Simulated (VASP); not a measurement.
AlAs: single point with PBE

AlAs:

```xyz
2
Lattice="0.0000 2.8304 2.8304 2.8304 0.0000 2.8304 2.8304 2.8304 0.0000" Properties=species:S:1:pos:R:3 pbc="T T T"
Al    0.0000    0.0000    0.0000
As    1.4152    1.4152    1.4152
```

```yaml
Program: VASP 6.6.1
Task: single point
Functional: PBE
Potentials_or_basis: VASP PAW PBE potentials, release 64 (Al, As)
Cutoff: 500 eV
k_mesh: 7 × 7 × 7
Occupations: methfessel-paxton, width 0.01 eV
Spin: no spin polarisation
Dipole_correction: no
Further_INCAR_settings: ALGO = Normal; EDIFF = 1e-06; NBANDS = 11
```

```
Pressure               : 2.8 GPa
Band gap on the k mesh : 1.54 eV, indirect (least direct gap 2.06 eV)
```

Levels at points of the mesh, in eV from the valence-band top:
| k point | band 2 | band 3 | band 4 | band 5 | band 6 | band 7 |
| --- | --- | --- | --- | --- | --- | --- |
| (0.00, 0.00, 0.00) | 0.00 | 0.00 | 0.00 | 2.06 | 4.29 | 4.29 |

Run time: 23 s on 1 thread of AMD EPYC 7R13, with other jobs on the host, peak memory 0.14 GiB.

A k mesh can miss the band edges.
